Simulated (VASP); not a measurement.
A run of VASP 6.6.1 is set up as follows.

The input INCAR:

```
PREC = Accurate ; ENCUT = 520
EDIFF = 1E-6 ; ISMEAR = -1
SIGMA = 0.05 ; LREAL = F
LASPH = T ; NELM = 100
ALGO = Normal ; ISIF = 2
LWAVE = F ; LCHARG = T
GGA = PE ; LELF = T
LVHAR = T ; NBANDS = 11
```

The input KPOINTS:

```
Automatic mesh
0
Gamma
  15 15 15
```

Contents of POSCAR:

```
BAs
1.0
    2.7275712771      0.0000000000      0.0000000000
    0.0000000000      2.7275712771      0.0000000000
    0.0000000000      0.0000000000      2.7275712771
B As
1 1
Direct
    0.0000000000      0.0000000000      0.0000000000
    0.5000000000      0.5000000000      0.5000000000
```

Potentials or basis: VASP PAW PBE potentials, release 64 (B, As).

Launch:

```sh
$ cat potpaw_PBE.64/B/POTCAR potpaw_PBE.64/As/POTCAR > POTCAR
$ mpirun -np 1 vasp_std > vasp.out
```

Question: Predict the band gap on the k mesh.

Answer: Zero (band 4 reaches 12.74 eV, above the bottom of band 5 at 6.93 eV).

Question: Predict the pressure.

Answer: 38.0 GPa.
